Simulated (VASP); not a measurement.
# KBr (Pm-3m) in VASP: further runs

KBr is run at these levels: LDA; tasks: single point.

Everything below comes from runs of VASP 6.6.1. Logs are shortened: lines on timing, memory, paths and dates and some standing lists are left out, and cuts for length are marked.

**1. The cell of the first run**

It takes space group Pm-3m (No. 221, cubic). Conventional cell: a = 3.962 Å, b = 3.962 Å, c = 3.962 Å, α = 90.00°, β = 90.00°, γ = 90.00°. K (site symmetry m-3m) has 8 Br at 3.43 Å and 6 K at 3.96 Å within 4.5 Å. Br (site symmetry m-3m) has 8 K at 3.43 Å and 6 Br at 3.96 Å within 4.5 Å.

**2. Single point, LDA (volume scaled by 0.9405)**

Input file INCAR:

```
SYSTEM = KBr
PREC = Accurate
ENCUT = 520
EDIFF = 1E-6
ISMEAR = -1
SIGMA = 0.01
LREAL = .FALSE.
LASPH = .TRUE.
NELM = 100
ALGO = Normal
ISIF = 2
LWAVE = .FALSE.
LCHARG = .FALSE.
GGA = CA
NBANDS = 15
```

Input file KPOINTS:

```
regular mesh
0
G
  6 6 6
  0 0 0
```

Input file POSCAR:

```
KBr
1.0
    3.9616576236      0.0000000000      0.0000000000
    0.0000000000      3.9616576236      0.0000000000
    0.0000000000      0.0000000000      3.9616576236
K Br
1 1
Direct
    0.0000000000      0.0000000000      0.0000000000
    0.5000000000      0.5000000000      0.5000000000
```

Potentials or basis: VASP PAW LDA potentials, release 64 (K_sv, Br).

Run with:

```sh
cat potpaw_LDA.64/K_sv/POTCAR potpaw_LDA.64/Br/POTCAR > POTCAR
mpirun -np 1 vasp_std > vasp.out
```

OUTCAR:

```text
SYSTEM = KBr
   PREC = Accurate
   ENCUT = 520
   EDIFF = 1E-6
   ISMEAR = -1
   LREAL = .FALSE.
   LASPH = .TRUE.
   NELM = 100
   ISIF = 2
   GGA = CA

 ion  position               nearest neighbor table
   1  0.000  0.000  0.000-
   2  0.500  0.500  0.500-

  LATTYP: Found a simple cubic cell.
 ALAT       =     3.9616576236

  Lattice vectors:

 A1 = (   3.9616576236,   0.0000000000,   0.0000000000)
 A2 = (   0.0000000000,   3.9616576236,   0.0000000000)
 A3 = (   0.0000000000,   0.0000000000,   3.9616576236)

Analysis of symmetry for initial positions (statically):
=====================================================================
 Subroutine PRICEL returns:
 Original cell was already a primitive cell.

 Routine SETGRP: Setting up the symmetry group for a
 simple cubic supercell.

 Subroutine GETGRP returns: Found 48 space group operations
 (whereof 48 operations were pure point group operations)
 out of a pool of 48 trial point group operations.

The static configuration has the point symmetry O_h .

Analysis of symmetry for dynamics (positions and initial velocities):
=====================================================================
 Subroutine PRICEL returns:
 Original cell was already a primitive cell.

 Routine SETGRP: Setting up the symmetry group for a
 simple cubic supercell.

 Subroutine GETGRP returns: Found 48 space group operations
 (whereof 48 operations were pure point group operations)
 out of a pool of 48 trial point group operations.

The dynamic configuration has the point symmetry O_h .

 Subroutine INISYM returns: Found 48 space group operations
 (whereof 48 operations are pure point group operations),
 and found     1 'primitive' translations

----------------------------------------------------------------------------------------

                                     Primitive cell

  volume of cell :      62.1772

  direct lattice vectors                    reciprocal lattice vectors
     3.961657624  0.000000000  0.000000000     0.252419592  0.000000000  0.000000000
     0.000000000  3.961657624  0.000000000     0.000000000  0.252419592  0.000000000
     0.000000000  0.000000000  3.961657624     0.000000000  0.000000000  0.252419592

  length of vectors
     3.961657624  3.961657624  3.961657624     0.252419592  0.252419592  0.252419592

  position of ions in fractional coordinates (direct lattice)
     0.000000000  0.000000000  0.000000000
     0.500000000  0.500000000  0.500000000

  ion indices of the primitive-cell ions
   primitive index   ion index
                 1           1
                 2           2

----------------------------------------------------------------------------------------

 KPOINTS: regular mesh

Automatic generation of k-mesh.
 Grid dimensions read from file:
 generate k-points for:    6    6    6

 Generating k-lattice:

  Cartesian coordinates                     Fractional coordinates (reciprocal lattice)
     0.042069932  0.000000000  0.000000000     0.166666667  0.000000000  0.000000000
     0.000000000  0.042069932  0.000000000     0.000000000  0.166666667  0.000000000
     0.000000000  0.000000000  0.042069932     0.000000000  0.000000000  0.166666667

  Length of vectors
     0.042069932  0.042069932  0.042069932

  Shift w.r.t. Gamma in fractional coordinates (k-lattice)
     0.000000000  0.000000000  0.000000000

 Subroutine IBZKPT returns following result:
 ===========================================

 Found     20 irreducible k-points:

 Following reciprocal coordinates:
            Coordinates               Weight
  0.000000  0.000000  0.000000      1.000000
  0.166667  0.000000  0.000000      6.000000
  0.333333  0.000000  0.000000      6.000000
  0.500000  0.000000  0.000000      3.000000
  0.166667  0.166667  0.000000     12.000000
  0.333333  0.166667  0.000000     24.000000
[... 12 lines left out ...]
  0.500000  0.500000  0.333333      6.000000
  0.500000  0.500000  0.500000      1.000000
   k-points           NKPTS =     20   k-points in BZ     NKDIM =     20   number of bands    NBANDS=     15
   number of dos      NEDOS =    301   number of ions     NIONS =      2
   total plane-waves  NPLWV =  27000
   dimension x,y,z NGX =    30 NGY =   30 NGZ =   30
   dimension x,y,z NGXF=    60 NGYF=   60 NGZF=   60
   ions per type =               1   1
   NGX,Y,Z   is equivalent  to a cutoff of  12.59, 12.59, 12.59 a.u.
   NGXF,Y,Z  is equivalent  to a cutoff of  25.18, 25.18, 25.18 a.u.
 SYSTEM =  KBr
   PREC   = accura    normal or accurate (medium, high low for compatibility)
   ISTART =      0    job   : 0-new  1-cont  2-samecut
   ICHARG =      2    charge: 1-file 2-atom 10-const
   ISPIN  =      1    spin polarized calculation?
   LNONCOLLINEAR =      F non collinear calculations
   LSORBIT =      F    spin-orbit coupling
   LASPH  =      T    aspherical Exc in radial PAW
   ENCUT  =  520.0 eV  38.22 Ry    6.18 a.u.   7.37  7.37  7.37*2*pi/ulx,y,z
   NELM   =    100;   NELMIN=  2; NELMDL= -5     # of ELM steps
   EDIFF  = 0.1E-05   stopping-criterion for ELM
   LREAL  =      F    real-space projection
   EDIFFG = 0.1E-04   stopping-criterion for IOM
   NSW    =      0    number of steps for IOM
   IBRION =     -1    ionic relax: 0-MD 1-quasi-New 2-CG
   NFREE  =      0    steps in history (QN), initial steepest desc. (CG)
   ISIF   =      2    stress and relaxation
   ISYM   =      2    0-nonsym 1-usesym 2-fastsym
   POTIM  = 0.5000    time-step for ionic-motion
   TEBEG  =    0.0;   TEEND  =   0.0 temperature during run
   PSTRESS=    0.0 pullay stress
   NELECT =      16.0000    total number of electrons
   NUPDOWN=      -1.0000    fix difference up-down
   EMIN   =  10.00;   EMAX   =-10.00  energy-range for DOS
   EFERMI =   0.00;   METHOD = LEGACY
   ISMEAR =    -1;   SIGMA  =   0.01  broadening in eV -4-tet -1-fermi 0-gaus
   EFERMI_NEDOS =   21; number of points for ismear=-14 and -15
   IALGO  =     38    algorithm
   IMIX   =      4    mixing-type and parameters
     AMIX     =   0.40;   BMIX     =  1.00
     AMIX_MAG =   1.60;   BMIX_MAG =  1.00
  volume/ion in A,a.u.               =      31.09       209.80
  Fermi-wavevector in a.u.,A,eV,Ry     =   1.041289  1.967751 14.752559  1.084282
  Thomas-Fermi vector in A             =   2.175903
   LORBIT       =      0    0 simple, 1 ext, 2 COOP (PROOUT), +10 PAW based schemes
   GGA     = CA    functional components
   LHFCALC =     F    Hartree Fock is set to
   AEXX    =    0.0000 exact exchange contribution
   IVDW    =     0    specifies the selected vdW correction
   LEPSILON=     F    determine dielectric tensor
   LRPA    =     F    only Hartree local field effects (RPA)
 non-spin polarized calculation
  energy-cutoff  :      520.00
  volume of cell :       62.18
 maximum number of plane-waves:      1743
 NGX is ok and might be reduce to    30
   NGX = 15   NGY = 15   NGZ = 15

 number of electron      15.9999996 magnetization

 Free energy of the ion-electron system (eV)
  ---------------------------------------------------
  ext. energy  EPLUGINS =         0.00000000
  ---------------------------------------------------
  free energy    TOTEN  =        -6.73971698 eV

  energy without entropy =       -6.73971698  energy(sigma->0) =       -6.73971698

 E-fermi :  -0.2845     XC(G=0):  -8.5745

 val. band max:       -0.6072791974   @ k =   0.5000   0.5000   0.0000
 cond. band min:       3.0622598784   @ k =   0.0000   0.0000   0.0000
 fundamental gap:      3.6695390757
 Fermi energy:        -0.2845314694

 k-point     1 :       0.0000    0.0000    0.0000
  band No.  band energies     occupation
      1     -28.8039      2.00000
      2     -13.5473      2.00000
      3     -12.4573      2.00000
      4     -12.4573      2.00000
      5     -12.4573      2.00000
      6      -0.8969      2.00000
      7      -0.8969      2.00000
      8      -0.8969      2.00000
      9       3.0623      0.00000
     10       4.8879      0.00000
     11       4.8879      0.00000
     12       9.0282      0.00000
     13       9.0282      0.00000
     14       9.0282      0.00000
     15      11.8280      0.00000

 k-point     2 :       0.1667    0.0000    0.0000
  band No.  band energies     occupation
      1     -28.8003      2.00000
      2     -13.5836      2.00000
      3     -12.4507      2.00000
      4     -12.4507      2.00000
      5     -12.4177      2.00000
      6      -1.5316      2.00000
      7      -0.8935      2.00000
      8      -0.8935      2.00000
      9       3.7358      0.00000
     10       5.1096      0.00000
     11       5.5226      0.00000
     12       8.9393      0.00000
     13       8.9393      0.00000
     14       9.1500      0.00000
     15      10.7600      0.00000

 k-point     3 :       0.3333    0.0000    0.0000
  band No.  band energies     occupation
      1     -28.7929      2.00000
      2     -13.6573      2.00000
      3     -12.4374      2.00000
      4     -12.4374      2.00000
      5     -12.3320      2.00000
      6      -2.4512      2.00000
      7      -0.8878      2.00000
      8      -0.8878      2.00000
      9       4.9545      0.00000
     10       5.7264      0.00000
     11       6.7369      0.00000
     12       8.9150      0.00000
     13       8.9150      0.00000
     14       9.0692      0.00000
     15       9.4313      0.00000

 k-point     4 :       0.5000    0.0000    0.0000
  band No.  band energies     occupation
      1     -28.7893      2.00000
      2     -13.6945      2.00000
      3     -12.4307      2.00000
      4     -12.4307      2.00000
      5     -12.2861      2.00000
      6      -2.8246      2.00000
      7      -0.8854      2.00000
      8      -0.8854      2.00000
      9       5.7772      0.00000
     10       6.2818      0.00000
     11       7.0805      0.00000
     12       8.1101      0.00000
     13       9.0525      0.00000
     14       9.0525      0.00000
     15       9.5987      0.00000
[... 235 lines left out ...]
 k-point    18 :       0.5000    0.3333    0.3333
  band No.  band energies     occupation
      1     -28.7693      2.00000
      2     -13.2213      2.00000
      3     -12.5773      2.00000
      4     -12.5687      2.00000
      5     -12.5576      2.00000
      6      -2.2434      2.00000
      7      -1.9524      2.00000
      8      -1.8441      2.00000
      9       5.8459      0.00000
     10       6.4369      0.00000
     11       6.8520      0.00000
     12       8.1414      0.00000
     13       8.6247      0.00000
     14       8.8868      0.00000
     15      10.6650      0.00000

 k-point    19 :       0.5000    0.5000    0.3333
  band No.  band energies     occupation
      1     -28.7660      2.00000
      2     -13.1457      2.00000
      3     -12.6109      2.00000
      4     -12.6109      2.00000
      5     -12.5530      2.00000
      6      -2.2151      2.00000
      7      -2.2151      2.00000
      8      -1.9035      2.00000
      9       5.8284      0.00000
     10       6.7537      0.00000
     11       6.7537      0.00000
     12       8.1100      0.00000
     13       9.0650      0.00000
     14       9.0650      0.00000
     15      10.6722      0.00000

 k-point    20 :       0.5000    0.5000    0.5000
  band No.  band energies     occupation
      1     -28.7628      2.00000
      2     -13.1072      2.00000
      3     -12.5992      2.00000
      4     -12.5992      2.00000
      5     -12.5992      2.00000
      6      -2.2371      2.00000
      7      -2.2371      2.00000
      8      -2.2371      2.00000
      9       6.6331      0.00000
     10       6.6331      0.00000
     11       6.6331      0.00000
     12       8.8447      0.00000
     13       8.8447      0.00000
     14       8.8447      0.00000
     15      10.6885      0.00000

------------------------ aborting loop because EDIFF is reached ----------------------------------------

  FORCE on cell =-STRESS in cart. coord.  units (eV):
  Direction    XX          YY          ZZ          XY          YZ          ZX
  --------------------------------------------------------------------------------------
  -------------------------------------------------------------------------------------
  Total       -0.7240759     -0.7240759     -0.7240759     -0.0000000      0.0000000      0.0000000
  in kB      -18.6579471    -18.6579471    -18.6579471     -0.0000000      0.0000000      0.0000000
  external PRESSURE =     -18.6579471 kB  Pullay stress =       0.0000000 kB

 VOLUME and BASIS-vectors are now :
 -----------------------------------------------------------------------------
  energy-cutoff  :      520.00
  volume of cell :       62.18
      direct lattice vectors                 reciprocal lattice vectors
     3.961657624  0.000000000  0.000000000     0.252419592  0.000000000  0.000000000
     0.000000000  3.961657624  0.000000000     0.000000000  0.252419592  0.000000000
     0.000000000  0.000000000  3.961657624     0.000000000  0.000000000  0.252419592

 POSITION                                       TOTAL-FORCE (eV/Angst)
 -----------------------------------------------------------------------------------
      0.00000      0.00000      0.00000         0.000000      0.000000      0.000000
      1.98083      1.98083      1.98083         0.000000      0.000000      0.000000
 -----------------------------------------------------------------------------------
    total drift:                                0.000000      0.000000     -0.000000

  FREE ENERGIE OF THE ION-ELECTRON SYSTEM (eV)
  ---------------------------------------------------
  free  energy   TOTEN  =        -6.7397169809 eV

  energy  without entropy=       -6.7397169809  energy(sigma->0) =       -6.73971698
```

Wall time 12 s (1 thread of Intel Xeon Platinum 8375C at 2.90GHz (Ice Lake), shared host); peak memory 0.15 GiB.

Results:

```yaml
Free_energy: -6.7397 eV
Pressure: -1.9 GPa
Band_gap_on_the_k_mesh: 3.67 eV, indirect (least direct gap 3.96 eV)
```

Caveat: the cell differs from its parent crystal (volume scaled by 0.9405).

**3. Single point, LDA (volume scaled by 0.98)**

Input file INCAR:

```
  ALGO = Normal
  EDIFF = 1E-6
  ENCUT = 520
  GGA = CA
  ISIF = 2
  ISMEAR = -1
  LASPH = T
  LCHARG = T
  LELF = T
  LREAL = F
  LVHAR = T
  LWAVE = F
  NBANDS = 15
  NELM = 60
  PREC = Accurate
  SIGMA = 0.01
```

Input file KPOINTS:

```
k-points
0
Gamma
  6 6 6
```

Input file POSCAR:

```
KBr
1.0
    4.0163606051      0.0000000000      0.0000000000
    0.0000000000      4.0163606051      0.0000000000
    0.0000000000      0.0000000000      4.0163606051
K Br
1 1
Direct
    0.0000000000      0.0000000000      0.0000000000
    0.5000000000      0.5000000000      0.5000000000
```

Potentials or basis: VASP PAW LDA potentials, release 64 (K_sv, Br).

Run with:

```sh
cat potpaw_LDA.64/K_sv/POTCAR potpaw_LDA.64/Br/POTCAR > POTCAR
mpirun -np 1 vasp_std > vasp.out
```

It took 13 s on 1 thread of Intel Xeon Platinum 8375C at 2.90GHz (Ice Lake), shared host; peak memory 0.15 GiB.

The run converged. Its results:

| Property | Result |
| --- | --- |
| Free energy | -6.7050 eV |
| Pressure | -2.4 GPa |
| Band gap on the k mesh | 3.54 eV, indirect (least direct gap 3.82 eV) |

Levels at points of the mesh, in eV from the valence-band top:
| k point | band 5 | band 6 | band 7 | band 8 | band 9 | band 10 | band 11 | band 12 |
| --- | --- | --- | --- | --- | --- | --- | --- | --- |
| (0.00, 0.00, 0.00) | -11.90 | -0.28 | -0.28 | -0.28 | 3.54 | 5.55 | 5.55 | 9.55 |
| (0.50, 0.00, 0.00) | -11.74 | -2.09 | -0.26 | -0.26 | 6.23 | 6.89 | 7.46 | 8.71 |
| (0.50, 0.50, 0.00) | -11.86 | -1.46 | -1.46 | 0.00 | 4.91 | 6.25 | 7.86 | 7.86 |
| (0.50, 0.50, 0.50) | -12.03 | -1.52 | -1.52 | -1.52 | 7.15 | 7.15 | 7.15 | 9.28 |

Caveat: the cell differs from its parent crystal (volume scaled by 0.98). A k mesh can miss the band edges.

**4. Single point, LDA**

This run uses another cell than the first one, of 33.06 Å³/atom, 1.063 times its volume.

Input file INCAR:

```
  PREC = Accurate
  ENCUT = 520
  EDIFF = 1E-6
  ISMEAR = -1
  SIGMA = 0.01
  LREAL = F
  LASPH = T
  NELM = 100
  ALGO = Normal
  ISIF = 2
  LWAVE = F
  LCHARG = F
  NBANDS = 15
```

Input file KPOINTS:

```
regular mesh
0
Gamma
  6 6 6
```

Input file POSCAR:

```
KBr
1.0
    4.0434990000      0.0000000000      0.0000000000
    0.0000000000      4.0434990000      0.0000000000
    0.0000000000      0.0000000000      4.0434990000
K Br
1 1
Direct
    0.0000000000      0.0000000000      0.0000000000
    0.5000000000      0.5000000000      0.5000000000
```

Run with:

```sh
cat potpaw_LDA.64/K_sv/POTCAR potpaw_LDA.64/Br/POTCAR > POTCAR
mpirun -np 1 vasp_std > vasp.out
```

Run time: 12 s. Hardware: 1 thread of Intel Xeon Platinum 8375C at 2.90GHz (Ice Lake), shared host; peak memory 0.15 GiB.

Results (log left out):

```
Free energy            : -6.6845 eV
Pressure               : -2.7 GPa
Band gap on the k mesh : 3.48 eV, indirect (least direct gap 3.75 eV)
```

Levels at points of the mesh, in eV from the valence-band top:
```
           k point  band 6  band 7  band 8  band 9  band 10  band 11
(0.00, 0.00, 0.00)   -0.27   -0.27   -0.27    3.48     5.58     5.58
(0.50, 0.00, 0.00)   -2.02   -0.24   -0.24    6.15     6.89     7.35
(0.50, 0.50, 0.00)   -1.42   -1.42    0.00    4.90     6.23     7.85
(0.50, 0.50, 0.50)   -1.46   -1.46   -1.46    7.10     7.10     7.10
```

**5. Single point, LDA (volume scaled by 1.02)**

Input file INCAR:

```
PREC = Accurate
ENCUT = 520
EDIFF = 1E-6
ISMEAR = -1
SIGMA = 0.01
LREAL = F
LASPH = T
NELM = 60
ALGO = Normal
ISIF = 2
LWAVE = F
LCHARG = T
LELF = T
LVHAR = T
NBANDS = 15
```

Input file KPOINTS:

```
Automatic mesh
0
Gamma
  6 6 6
```

Input file POSCAR:

```
KBr
1.0
    4.0702779195      0.0000000000      0.0000000000
    0.0000000000      4.0702779195      0.0000000000
    0.0000000000      0.0000000000      4.0702779195
K Br
1 1
Direct
    0.0000000000      0.0000000000      0.0000000000
    0.5000000000      0.5000000000      0.5000000000
```

Run with:

```sh
cat potpaw_LDA.64/K_sv/POTCAR potpaw_LDA.64/Br/POTCAR > POTCAR
mpirun -np 1 vasp_std > vasp.out
```

Run time: 13 s. Hardware: 1 thread of Intel Xeon Platinum 8375C at 2.90GHz (Ice Lake), shared host; peak memory 0.15 GiB.

It converged, with:

```yaml
Free_energy: -6.6624 eV
Pressure: -2.8 GPa
Band_gap_on_the_k_mesh: 3.43 eV, indirect (least direct gap 3.69 eV)
```

Levels at points of the mesh, in eV from the valence-band top:
```tsv
k point	band 6	band 7	band 8	band 9	band 10	band 11
(0.00, 0.00, 0.00)	-0.26	-0.26	-0.26	3.43	5.60	5.60
(0.50, 0.00, 0.00)	-1.96	-0.23	-0.23	6.08	6.89	7.25
(0.50, 0.50, 0.00)	-1.38	-1.38	0.00	4.90	6.22	7.84
(0.50, 0.50, 0.50)	-1.41	-1.41	-1.41	7.06	7.06	7.06
```

Caveat: the cell differs from its parent crystal (volume scaled by 1.02).

**6. The runs side by side**

```csv
cell,gap on the mesh (eV),pressure (GPa)
"a = 3.962 Å, 2 atoms",3.67,-1.9
"a = 4.016 Å, 2 atoms",3.54,-2.4
"a = 4.043 Å, 2 atoms",3.48,-2.7
"a = 4.070 Å, 2 atoms",3.43,-2.8
```

Alike in all rows: task single point; level LDA; potentials or basis VASP PAW LDA potentials, release 64 (K_sv, Br); no spin polarisation; k mesh 6 × 6 × 6; cutoff (eV) 520; smearing fermi-dirac 0.01 eV.

Absolute energies hang on the potentials; compare differences alone.
